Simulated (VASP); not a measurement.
# Bi2TeO3 (P-3m1) in VASP: notebook

Runs on Bi2TeO3. Level: PBE. Tasks: single point.

Everything below comes from runs of VASP 6.6.1. Logs are shortened: lines on timing, memory, paths and dates and some standing lists are left out, and cuts for length are marked.

### Step 1. The cell of the first run

Symmetry: P-3m1, No. 164, trigonal system. Conventional cell: a = 3.941 Å, b = 3.941 Å, c = 9.572 Å, α = 90.00°, β = 90.00°, γ = 120.00°. Within 3.7 Å of Bi (site symmetry 3m) lie 6 O at 2.80 to 2.81 Å. Within 3.6 Å of Te (site symmetry -3m) lie 6 O at 2.73 Å. O (site symmetry -3m) has 6 Bi at 2.81 Å within 3.7 Å. O (site symmetry 3m) has 3 Te at 2.73 Å and 3 Bi at 2.80 Å within 3.6 Å.

The cell was generated, and may not be a known phase.

### Step 2. Single point, PBE

The input, INCAR:

```
ALGO = Normal
EDIFF = 1E-6
ENCUT = 520
GGA = PE
ISIF = 2
ISMEAR = 0
LASPH = True
LCHARG = False
LREAL = False
LWAVE = False
NBANDS = 36
NELM = 100
PREC = Accurate
SIGMA = 0.1
```

The input, KPOINTS:

```
k-points
0
Gamma
  6 6 2
```

The input, POSCAR:

```
Bi2TeO3
1.0
    3.9406022300      0.0000000000      0.0000000000
   -1.9703011100      3.4126616400      0.0000000000
    0.0000000000      0.0000000000      9.5722576000
Bi Te O
2 1 3
Direct
    0.3333333300      0.6666666700      0.6716859900
    0.6666666700      0.3333333300      0.3283140100
    0.0000000000      0.0000000000      0.0000000000
    0.0000000000      0.0000000000      0.5000000000
    0.3333333300      0.6666666700      0.1569260100
    0.6666666700      0.3333333300      0.8430739900
```

Potentials or basis: VASP PAW PBE potentials, release 64 (Bi_d, Te, O).

The run is started by

```
$ cat potpaw_PBE.64/Bi_d/POTCAR potpaw_PBE.64/Te/POTCAR potpaw_PBE.64/O/POTCAR > POTCAR
$ mpirun -np 1 vasp_std > vasp.out
```

OUTCAR:

```text
EDIFF = 1E-6
   ENCUT = 520
   GGA = PE
   ISIF = 2
   ISMEAR = 0
   LASPH = True
   LREAL = False
   NELM = 100
   PREC = Accurate

 ion  position               nearest neighbor table
   1  0.333  0.667  0.672-   6 2.80   6 2.80   6 2.80   4 2.81   4 2.81   4 2.81
   2  0.667  0.333  0.328-   5 2.80   5 2.80   5 2.80   4 2.81   4 2.81   4 2.81
   3  0.000  0.000  0.000-   5 2.73   6 2.73   5 2.73   6 2.73   6 2.73   5 2.73
   4  0.000  0.000  0.500-   1 2.81   2 2.81   1 2.81   2 2.81   2 2.81   1 2.81
   5  0.333  0.667  0.157-   3 2.73   3 2.73   3 2.73   2 2.80   2 2.80   2 2.80
   6  0.667  0.333  0.843-   3 2.73   3 2.73   3 2.73   1 2.80   1 2.80   1 2.80

  LATTYP: Found a hexagonal cell.
 ALAT       =     3.9406022300
 C/A-ratio  =     2.4291357111

  Lattice vectors:

 A1 = (   3.9406022300,   0.0000000000,   0.0000000000)
 A2 = (  -1.9703011100,   3.4126616400,   0.0000000000)
 A3 = (   0.0000000000,   0.0000000000,   9.5722576000)

Analysis of symmetry for initial positions (statically):
=====================================================================
 Subroutine PRICEL returns:
 Original cell was already a primitive cell.

 Routine SETGRP: Setting up the symmetry group for a
 hexagonal supercell.

 Subroutine GETGRP returns: Found 12 space group operations
 (whereof 12 operations were pure point group operations)
 out of a pool of 24 trial point group operations.

The static configuration has the point symmetry D_3d.

Analysis of symmetry for dynamics (positions and initial velocities):
=====================================================================
 Subroutine PRICEL returns:
 Original cell was already a primitive cell.

 Routine SETGRP: Setting up the symmetry group for a
 hexagonal supercell.

 Subroutine GETGRP returns: Found 12 space group operations
 (whereof 12 operations were pure point group operations)
 out of a pool of 24 trial point group operations.

The dynamic configuration has the point symmetry D_3d.

 Subroutine INISYM returns: Found 12 space group operations
 (whereof 12 operations are pure point group operations),
 and found     1 'primitive' translations

----------------------------------------------------------------------------------------

                                     Primitive cell

  volume of cell :     128.7272

  direct lattice vectors                    reciprocal lattice vectors
     3.940602230  0.000000000  0.000000000     0.253768318  0.146513206  0.000000000
    -1.970301110  3.412661640  0.000000000     0.000000000  0.293026413  0.000000000
     0.000000000  0.000000000  9.572257600     0.000000000  0.000000000  0.104468563

  length of vectors
     3.940602230  3.940602230  9.572257600     0.293026413  0.293026413  0.104468563

  position of ions in fractional coordinates (direct lattice)
     0.333333330  0.666666670  0.671685990
     0.666666670  0.333333330  0.328314010
     0.000000000  0.000000000  0.000000000
     0.000000000  0.000000000  0.500000000
     0.333333330  0.666666670  0.156926010
     0.666666670  0.333333330  0.843073990

  ion indices of the primitive-cell ions
   primitive index   ion index
                 1           1
                 2           2
                 3           3
                 4           4
                 5           5
                 6           6

----------------------------------------------------------------------------------------

 KPOINTS: k-points

Automatic generation of k-mesh.
 Grid dimensions read from file:
 generate k-points for:    6    6    2

 Generating k-lattice:

  Cartesian coordinates                     Fractional coordinates (reciprocal lattice)
     0.042294720  0.024418868  0.000000000     0.166666667  0.000000000  0.000000000
     0.000000000  0.048837736  0.000000000     0.000000000  0.166666667  0.000000000
     0.000000000  0.000000000  0.052234282     0.000000000  0.000000000  0.500000000

  Length of vectors
     0.048837736  0.048837736  0.052234282

  Shift w.r.t. Gamma in fractional coordinates (k-lattice)
     0.000000000  0.000000000  0.000000000

 Subroutine IBZKPT returns following result:
 ===========================================

 Found     14 irreducible k-points:

 Following reciprocal coordinates:
            Coordinates               Weight
  0.000000  0.000000  0.000000      1.000000
  0.166667  0.000000  0.000000      6.000000
  0.333333  0.000000  0.000000      6.000000
  0.500000  0.000000  0.000000      3.000000
  0.166667  0.166667  0.000000      6.000000
  0.333333  0.166667  0.000000     12.000000
  0.333333  0.333333  0.000000      2.000000
  0.000000  0.000000  0.500000      1.000000
  0.166667  0.000000  0.500000      6.000000
  0.333333  0.000000  0.500000      6.000000
  0.500000  0.000000  0.500000      3.000000
  0.166667  0.166667  0.500000      6.000000
  0.333333  0.166667  0.500000     12.000000
  0.333333  0.333333  0.500000      2.000000
   k-points           NKPTS =     14   k-points in BZ     NKDIM =     14   number of bands    NBANDS=     36
   number of dos      NEDOS =    301   number of ions     NIONS =      6
   total plane-waves  NPLWV =  64800
   dimension x,y,z NGX =    30 NGY =   30 NGZ =   72
   dimension x,y,z NGXF=    60 NGYF=   60 NGZF=  144
   ions per type =               2   1   3
   NGX,Y,Z   is equivalent  to a cutoff of  12.66, 12.66, 12.50 a.u.
   NGXF,Y,Z  is equivalent  to a cutoff of  25.31, 25.31, 25.01 a.u.
 SYSTEM =  unknown system
   PREC   = accura    normal or accurate (medium, high low for compatibility)
   ISTART =      0    job   : 0-new  1-cont  2-samecut
   ICHARG =      2    charge: 1-file 2-atom 10-const
   ISPIN  =      1    spin polarized calculation?
   LNONCOLLINEAR =      F non collinear calculations
   LSORBIT =      F    spin-orbit coupling
   LASPH  =      T    aspherical Exc in radial PAW
   ENCUT  =  520.0 eV  38.22 Ry    6.18 a.u.   7.33  7.33 17.80*2*pi/ulx,y,z
   NELM   =    100;   NELMIN=  2; NELMDL= -5     # of ELM steps
   EDIFF  = 0.1E-05   stopping-criterion for ELM
   LREAL  =      F    real-space projection
   EDIFFG = 0.1E-04   stopping-criterion for IOM
   NSW    =      0    number of steps for IOM
   IBRION =     -1    ionic relax: 0-MD 1-quasi-New 2-CG
   NFREE  =      0    steps in history (QN), initial steepest desc. (CG)
   ISIF   =      2    stress and relaxation
   ISYM   =      2    0-nonsym 1-usesym 2-fastsym
   POTIM  = 0.5000    time-step for ionic-motion
   TEBEG  =    0.0;   TEEND  =   0.0 temperature during run
   PSTRESS=    0.0 pullay stress
   NELECT =      54.0000    total number of electrons
   NUPDOWN=      -1.0000    fix difference up-down
   EMIN   =  10.00;   EMAX   =-10.00  energy-range for DOS
   EFERMI =   0.00;   METHOD = LEGACY
   ISMEAR =     0;   SIGMA  =   0.10  broadening in eV -4-tet -1-fermi 0-gaus
   EFERMI_NEDOS =   21; number of points for ismear=-14 and -15
   IALGO  =     38    algorithm
   IMIX   =      4    mixing-type and parameters
     AMIX     =   0.40;   BMIX     =  1.00
     AMIX_MAG =   1.60;   BMIX_MAG =  1.00
  volume/ion in A,a.u.               =      21.45       144.78
  Fermi-wavevector in a.u.,A,eV,Ry     =   1.225508  2.315874 20.434167  1.501869
  Thomas-Fermi vector in A             =   2.360543
   LORBIT       =      0    0 simple, 1 ext, 2 COOP (PROOUT), +10 PAW based schemes
   GGA     = PE    functional components
   LHFCALC =     F    Hartree Fock is set to
   AEXX    =    0.0000 exact exchange contribution
   IVDW    =     0    specifies the selected vdW correction
   LEPSILON=     F    determine dielectric tensor
   LRPA    =     F    only Hartree local field effects (RPA)
 non-spin polarized calculation
 Gauss-broadening in eV      SIGMA  =   0.10
  energy-cutoff  :      520.00
  volume of cell :      128.73
 maximum number of plane-waves:      3516
 NGX is ok and might be reduce to    30
   NGX = 15   NGY = 15   NGZ = 35

 number of electron      53.9999998 magnetization

 Free energy of the ion-electron system (eV)
  ---------------------------------------------------
  ext. energy  EPLUGINS =         0.00000000
  ---------------------------------------------------
  free energy    TOTEN  =       -26.77855700 eV

  energy without entropy =      -26.75919677  energy(sigma->0) =      -26.76887689

 E-fermi :   5.8768     XC(G=0):  -9.8912

 val. band max:        5.8704965287   @ k =   0.3333   0.0000   0.5000
 cond. band min:       5.8961007637   @ k =   0.3333   0.1667   0.5000
 fundamental gap:      0.0256042350
 Fermi energy:         5.8767561521

 k-point     1 :       0.0000    0.0000    0.0000
  band No.  band energies     occupation
      1     -17.8942      2.00000
      2     -17.8904      2.00000
      3     -17.8780      2.00000
      4     -17.8780      2.00000
      5     -17.8714      2.00000
      6     -17.8714      2.00000
[... 28 lines left out ...]
     35      12.4818      0.00000
     36      12.7262      0.00000

 k-point     2 :       0.1667    0.0000    0.0000
  band No.  band energies     occupation
      1     -17.8910      2.00000
      2     -17.8874      2.00000
      3     -17.8769      2.00000
      4     -17.8721      2.00000
      5     -17.8709      2.00000
      6     -17.8628      2.00000
[... 28 lines left out ...]
     35      12.4223      0.00000
     36      12.9390      0.00000

 k-point     3 :       0.3333    0.0000    0.0000
  band No.  band energies     occupation
      1     -17.8945      2.00000
      2     -17.8836      2.00000
      3     -17.8760      2.00000
      4     -17.8711      2.00000
      5     -17.8662      2.00000
      6     -17.8596      2.00000
[... 28 lines left out ...]
     35      11.0109      0.00000
     36      12.6726      0.00000
[... 352 lines left out ...]
 k-point    13 :       0.3333    0.1667    0.5000
  band No.  band energies     occupation
      1     -17.8890      2.00000
      2     -17.8788      2.00000
      3     -17.8754      2.00000
      4     -17.8732      2.00000
      5     -17.8658      2.00000
      6     -17.8573      2.00000
[... 28 lines left out ...]
     35      12.1281      0.00000
     36      13.1076      0.00000

 k-point    14 :       0.3333    0.3333    0.5000
  band No.  band energies     occupation
      1     -17.8807      2.00000
      2     -17.8783      2.00000
      3     -17.8783      2.00000
      4     -17.8594      2.00000
      5     -17.8585      2.00000
      6     -17.8585      2.00000
[... 28 lines left out ...]
     35      13.9564      0.00000
     36      13.9564      0.00000

------------------------ aborting loop because EDIFF is reached ----------------------------------------

  FORCE on cell =-STRESS in cart. coord.  units (eV):
  Direction    XX          YY          ZZ          XY          YZ          ZX
  --------------------------------------------------------------------------------------
  -------------------------------------------------------------------------------------
  Total      -10.0830953    -10.0830953    -10.6101396     -0.0000000      0.0000000      0.0000000
  in kB     -125.4972605   -125.4972606   -132.0570139     -0.0000002      0.0000000      0.0000000
  external PRESSURE =    -127.6838450 kB  Pullay stress =       0.0000000 kB

 VOLUME and BASIS-vectors are now :
 -----------------------------------------------------------------------------
  energy-cutoff  :      520.00
  volume of cell :      128.73
      direct lattice vectors                 reciprocal lattice vectors
     3.940602230  0.000000000  0.000000000     0.253768318  0.146513206  0.000000000
    -1.970301110  3.412661640  0.000000000     0.000000000  0.293026413  0.000000000
     0.000000000  0.000000000  9.572257600     0.000000000  0.000000000  0.104468563

 POSITION                                       TOTAL-FORCE (eV/Angst)
 -----------------------------------------------------------------------------------
     -0.00000      2.27511      6.42955         0.000000      0.000000      0.125376
      1.97030      1.13755      3.14271        -0.000000      0.000000     -0.125376
      0.00000      0.00000      0.00000        -0.000000      0.000000      0.000000
      0.00000      0.00000      4.78613        -0.000000      0.000000      0.000000
     -0.00000      2.27511      1.50214        -0.000000      0.000000      0.353039
      1.97030      1.13755      8.07012         0.000000      0.000000     -0.353039
 -----------------------------------------------------------------------------------
    total drift:                               -0.000000      0.000000      0.000000

  FREE ENERGIE OF THE ION-ELECTRON SYSTEM (eV)
  ---------------------------------------------------
  free  energy   TOTEN  =       -26.7785570008 eV

  energy  without entropy=      -26.7591967709  energy(sigma->0) =      -26.76887689
```

Wall time 2.7 min (1 thread of Oxide Virtual Turin-like, shared host); peak memory 0.23 GiB.

What came out:

```
Free energy            : -26.7786 eV
Pressure               : -12.8 GPa
Largest force          : 0.353 eV/Å
Band gap on the k mesh : zero (bands 27 and 28 overlap by 0.75 eV)
```

Forces on the atoms (eV/Å):
```
Bi   0.000  0.000  0.125
Bi   0.000  0.000 -0.125
Te   0.000  0.000  0.000
O    0.000  0.000  0.000
O    0.000  0.000  0.353
O    0.000  0.000 -0.353
```

Stress tensor (GPa, compression positive):
```
-12.55   0.00   0.00
  0.00 -12.55   0.00
  0.00   0.00 -13.21
```

Caveat: the cell stands under tension; spin-orbit coupling is left out, which moves the levels of the heavy elements.

### Step 3. Single point, PBE

This run uses another cell than the first one, of 22.70 Å³/atom.

The input, INCAR:

```
SYSTEM = Bi2TeO3
PREC = Accurate ; ENCUT = 520
EDIFF = 1E-6 ; ISMEAR = 0
SIGMA = 0.1 ; LREAL = .FALSE.
LASPH = .TRUE. ; NELM = 60
ALGO = Normal ; ISIF = 2
LWAVE = .FALSE. ; LCHARG = .FALSE.
GGA = PE ; NBANDS = 36
```

The input, KPOINTS:

```
regular mesh
0
G
  6 6 2
  0 0 0
```

The input, POSCAR:

```
Bi2TeO3
1.0
    3.5699764072     -0.0000000026      0.0000000000
   -1.7849882013      3.0916902608      0.0000000000
    0.0000000000      0.0000000000     12.3403617817
Bi Te O
2 1 3
Direct
    0.3333333333      0.6666666667      0.6323881371
    0.6666666667      0.3333333333      0.3676118629
    0.0000000000      0.0000000000      0.0000000000
    0.0000000000      0.0000000000      0.5000000000
    0.3333333333      0.6666666667      0.2901793785
    0.6666666667      0.3333333333      0.7098206215
```

Potentials or basis: VASP PAW PBE potentials, release 64 (Bi_d, Te, O).

The run is started by

```
$ cat potpaw_PBE.64/Bi_d/POTCAR potpaw_PBE.64/Te/POTCAR potpaw_PBE.64/O/POTCAR > POTCAR
$ mpirun -np 1 vasp_std > vasp.out
```

Run time: 2.2 min. Hardware: 1 thread of Oxide Virtual Turin-like, shared host; peak memory 0.25 GiB.

It converged, with:

```yaml
Free_energy: -29.8521 eV
Pressure: 0.1 GPa
Largest_force: 0.021 eV/Å
Band_gap_on_the_k_mesh: zero (bands 27 and 28 overlap by 0.73 eV)
```

Forces in eV/Å, atoms in the order of the input:
```
Bi   0.000  0.000 -0.012
Bi   0.000  0.000  0.012
Te   0.000  0.000  0.000
O    0.000  0.000  0.000
O    0.000  0.000 -0.021
O    0.000  0.000  0.021
```

Stress tensor (GPa, compression positive):
```
0.06 0.00 0.00
0.00 0.06 0.00
0.00 0.00 0.28
```

Levels at points of the mesh, in eV from the Fermi level:
| k point | band 24 | band 25 | band 26 | band 27 | band 28 | band 29 | band 30 | band 31 |
| --- | --- | --- | --- | --- | --- | --- | --- | --- |
| (0.00, 0.00, 0.00) | -2.19 | -2.03 | -1.16 | 0.22 | 2.65 | 2.65 | 3.39 | 4.62 |
| (0.50, 0.00, 0.00) | -2.19 | -2.15 | -0.70 | 0.05 | 1.03 | 1.10 | 3.29 | 4.42 |
| (0.00, 0.00, 0.50) | -2.30 | -1.93 | -1.18 | 0.23 | 2.65 | 2.65 | 3.27 | 4.62 |
| (0.50, 0.00, 0.50) | -2.22 | -2.18 | -0.63 | -0.01 | 1.03 | 1.14 | 3.22 | 4.46 |

Caveat: spin-orbit coupling is left out, which moves the levels of the heavy elements; this functional lacks dispersion, which binds layers or chains, so the pressure and a relaxed spacing across them are unreliable.

### Step 4. Single point, PBE

This run uses another cell than the first one, of 24.35 Å³/atom.

The input, INCAR:

```
SYSTEM = Bi2TeO3
ALGO = Fast ; EDIFF = 1E-6
ENCUT = 520 ; GGA = PE
ISIF = 2 ; ISMEAR = 0
LASPH = .TRUE. ; LCHARG = .FALSE.
LREAL = .FALSE. ; LWAVE = .FALSE.
NBANDS = 36 ; NELM = 100
PREC = Accurate ; SIGMA = 0.1
```

The input, KPOINTS:

```
k-points
0
G
  12 12 4
  0 0 0
```

The input, POSCAR:

```
Bi2TeO3
1.0
    3.5667888289      0.0000000000      0.0000000000
   -1.7833944144      3.0889297357      0.0000000000
    0.0000000000      0.0000000000     13.2579663232
Bi Te O
2 1 3
Direct
    0.3333333333      0.6666666667      0.6235546110
    0.6666666667      0.3333333333      0.3764453890
    0.0000000000      0.0000000000      0.0000000000
    0.0000000000      0.0000000000      0.5000000000
    0.3333333333      0.6666666667      0.3040049672
    0.6666666667      0.3333333333      0.6959950328
```

The run is started by

```
$ cat potpaw_PBE.64/Bi_d/POTCAR potpaw_PBE.64/Te/POTCAR potpaw_PBE.64/O/POTCAR > POTCAR
$ mpirun -np 1 vasp_std > vasp.out
```

Wall time 7.5 min (1 thread of Oxide Virtual Turin-like, shared host); peak memory 0.44 GiB.

It converged, with:

- Free energy: -29.8737 eV
- Pressure: 0.0 GPa
- Largest force: 0.026 eV/Å
- Band gap on the k mesh: zero (bands 27 and 28 overlap by 1.12 eV)

Forces on the atoms (eV/Å):
```
Bi   0.000  0.000 -0.017
Bi   0.000  0.000  0.017
Te   0.000  0.000  0.000
O    0.000  0.000  0.000
O    0.000  0.000 -0.026
O    0.000  0.000  0.026
```

Levels at points of the mesh, in eV from the Fermi level:
| k point | band 23 | band 24 | band 25 | band 26 | band 27 | band 28 | band 29 | band 30 | band 31 | band 32 |
| --- | --- | --- | --- | --- | --- | --- | --- | --- | --- | --- |
| (0.00, 0.00, 0.00) | -2.31 | -2.12 | -1.98 | -1.45 | 0.27 | 2.56 | 2.56 | 3.39 | 4.68 | 4.68 |
| (0.50, 0.00, 0.00) | -2.31 | -2.16 | -2.10 | -0.61 | -0.03 | 0.93 | 1.16 | 3.32 | 4.49 | 4.64 |
| (0.00, 0.00, 0.50) | -2.31 | -2.25 | -1.87 | -1.48 | 0.27 | 2.56 | 2.56 | 3.31 | 4.68 | 4.68 |
| (0.50, 0.00, 0.50) | -2.31 | -2.17 | -2.11 | -0.58 | -0.06 | 0.93 | 1.18 | 3.29 | 4.51 | 4.63 |

Caveat: spin-orbit coupling is left out, which moves the levels of the heavy elements; this functional lacks dispersion, which binds layers or chains, so the pressure and a relaxed spacing across them are unreliable.

### Step 5. The runs side by side

| cell | k mesh | gap on the mesh (eV) | pressure (GPa) | largest force (eV/Å) |
| --- | --- | --- | --- | --- |
| a = 3.941, b = 3.941, c = 9.572 Å, angles 90.0, 90.0, 120.0°, 6 atoms, atomic positions A | 6 × 6 × 2 | none | -12.8 | 0.35 |
| a = 3.570, b = 3.570, c = 12.340 Å, angles 90.0, 90.0, 120.0°, 6 atoms, atomic positions B | 6 × 6 × 2 | none | 0.1 | 0.02 |
| a = 3.567, b = 3.567, c = 13.258 Å, angles 90.0, 90.0, 120.0°, 6 atoms, atomic positions C | 12 × 12 × 4 | none | 0.0 | 0.03 |

Alike in all rows: task single point; level PBE; potentials or basis VASP PAW PBE potentials, release 64 (Bi_d, Te, O); no spin polarisation; cutoff (eV) 520; smearing gaussian 0.1 eV.

Caveats: spin-orbit coupling is left out, which moves the levels of the heavy elements; this functional lacks dispersion, which binds layers or chains, so the pressure and a relaxed spacing across them are unreliable (at least some runs); the cell stands under tension (at least some runs).

Absolute energies hang on the potentials; compare differences alone.

The gap in the log of VASP goes by the Fermi energy; the results here count the filled bands.